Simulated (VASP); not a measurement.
Here is a VASP 6.6.1 calculation.

Contents of INCAR:

```
PREC = Accurate ; ENCUT = 520
EDIFF = 1E-6 ; ISMEAR = 0
SIGMA = 0.1 ; LREAL = F
LASPH = T ; NELM = 60
ALGO = Normal ; ISIF = 2
LWAVE = F ; LCHARG = F
GGA = PE ; NBANDS = 22
```

The input KPOINTS:

```
regular mesh
0
Gamma
  6 6 4
```

The input POSCAR:

```
NbC4
1.0
    3.6360971000      0.0000000000      0.0000000000
   -1.8180485500      3.1489524600      0.0000000000
    0.0000000000      0.0000000000      7.1499182500
Nb C
1 4
Direct
    0.0000000000      0.0000000000      0.5000000000
    0.0000000000      0.0000000000      0.0822612400
    0.0000000000      0.0000000000      0.9177387600
    0.0000000000      0.0000000000      0.2856705100
    0.0000000000      0.0000000000      0.7143294900
```

Potentials or basis: VASP PAW PBE potentials, release 64 (Nb_sv, C).

Command:

```console
$ cat potpaw_PBE.64/Nb_sv/POTCAR potpaw_PBE.64/C/POTCAR > POTCAR
$ mpirun -np 1 vasp_std > vasp.out
```

(1) Predict the largest force.

(2) What does it give for the pressure?

Answers

(1) 19.671 eV/Å.

(2) 25.4 GPa.

Caveat: forces of over 1 eV/Å act on the atoms, so gaps and moduli don't describe the material at rest.
